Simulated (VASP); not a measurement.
Au, 1 atom in the cell. The structure is cubic, space group Fm-3m (No. 225). Conventional cell: a = 4.049 Å, b = 4.049 Å, c = 4.049 Å, α = 90.00°, β = 90.00°, γ = 90.00°. Within 3.8 Å of Au (site symmetry m-3m) lie 12 Au at 2.86 Å. 

| Item | Value |
| --- | --- |
| Program | VASP 6.6.1 |
| Task | single point |
| Functional | LDA |
| Potentials or basis | VASP PAW LDA potentials, release 64 (Au) |
| Cutoff | 520 eV |
| k mesh | 18 × 18 × 18 |
| Occupations | gaussian, width 0.1 eV |
| Spin | no spin polarisation |
| Dipole correction | no |
| Further INCAR settings | ALGO = Normal; EDIFF = 1e-06; NBANDS = 12 |

Potentials or basis: VASP PAW LDA potentials, release 64 (Au).

The run is started by

```sh
$ cat potpaw_LDA.64/Au/POTCAR > POTCAR
$ mpirun -np 1 vasp_std > vasp.out
```

Hardware: 1 thread of AMD EPYC 7R43 64-Core Processor (Zen 3), with other jobs on the host.

Problem. Estimate the wall time of this run.

Solution. Run time: 41 s on 1 thread of AMD EPYC 7R43 64-Core Processor (Zen 3), with other jobs on the host, peak memory 0.13 GiB. Counts: scf iterations 10, k points 195.
